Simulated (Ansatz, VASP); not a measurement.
# Ni2Ge in VASP and in Ansatz

Contents of POSCAR:

```
Ni2Ge
1.0
    4.0974847389      0.0000000000      0.0000000000
   -2.0487423695      3.5485258755      0.0000000000
    0.0000000000      0.0000000000      5.1884968377
Ni Ge
4 2
Direct
    0.6666666667      0.3333333333      0.2500000000
    0.3333333333      0.6666666667      0.7500000000
    0.0000000000      0.0000000000      0.0000000000
    0.0000000000      0.0000000000      0.5000000000
    0.6666666667      0.3333333333      0.7500000000
    0.3333333333      0.6666666667      0.2500000000
```

File INCAR.step1:

```
SYSTEM = Ni2Ge
ALGO = Normal
EDIFF = 1E-4
ENCUT = 520
GGA = PE
ISMEAR = 0
LASPH = .True.
LCHARG = .False.
LREAL = .False.
LWAVE = .True.
NBANDS = 43
NELM = 80
PREC = Accurate
SIGMA = 0.1
```

INCAR.step2

```
SYSTEM = Ni2Ge
ALGO = Normal
EDIFF = 1E-6
ENCUT = 520
ISIF = 2
ISMEAR = 0
ISTART = 1
LASPH = .True.
LCHARG = .False.
LMIXTAU = .True.
LREAL = .False.
LWAVE = .False.
METAGGA = R2SCAN
NBANDS = 43
NELM = 80
PREC = Accurate
SIGMA = 0.1
```

The input KPOINTS:

```
k-points
0
Gamma
  12 12 8
  0 0 0
```

Input for Ansatz:

```yaml
crystal:
  lattice:
    - [4.0974847389, 0.0, 0.0]
    - [-2.0487423695, 3.5485258755, 0.0]
    - [0.0, 0.0, 5.1884968377]
  atoms:
    - { symbol: Ni, position: [0.6666666667, 0.3333333333, 0.25] }
    - { symbol: Ni, position: [0.3333333333, 0.6666666667, 0.75] }
    - { symbol: Ni, position: [0.0, 0.0, 0.0] }
    - { symbol: Ni, position: [0.0, 0.0, 0.5] }
    - { symbol: Ge, position: [0.6666666667, 0.3333333333, 0.75] }
    - { symbol: Ge, position: [0.3333333333, 0.6666666667, 0.25] }
basis:
  ecutwfc: 500
kpoints:
  mp_grid: { grid: [12, 12, 8] }
hamiltonian:
  xc: r2scan
scf:
  occupations: { method: gaussian, width: 0.1 }
output:
  forces: true
  stress: true
  eigenvalues: true
```

Change from the starting cell: equal strain along all axes, cell held, atoms relaxed: +3.0 %.

Alike in both runs: task single point; functional r2SCAN; k mesh 12 × 12 × 8; occupations gaussian, width 0.1 eV; no spin polarisation.

|  | VASP | Ansatz |
| --- | --- | --- |
| version | VASP 6.6.1 | Ansatz 0.2.0 |
| potentials or method | VASP PAW PBE potentials, release 64 (Ni, Ge_d), cutoff 520 eV | scalar-relativistic, plane waves, PAW |
| valence electrons in the cell | 68 | 100 |

Ansatz gave:

```
gap on the k mesh at the Fermi level (eV)                     : none
pressure (GPa)                                                : -14.2
traceless stress, the component that is largest in VASP (GPa) : 1.60
```

**Question.** Which values does VASP return?

**Answer.** gap on the k mesh at the Fermi level (eV): none; pressure (GPa): -14.1; traceless stress, the component that is largest in VASP (GPa): 1.56.

VASP's potentials were made for PBE, not for r2SCAN. A gap of «none» marks a metal or a gap that the smearing closes. With one functional, cell and mesh, what is left measures potentials, basis and numerics. VASP's potentials hold 68 valence electrons a cell and Ansatz's 100, so a difference there can come from the potentials and not from the codes.
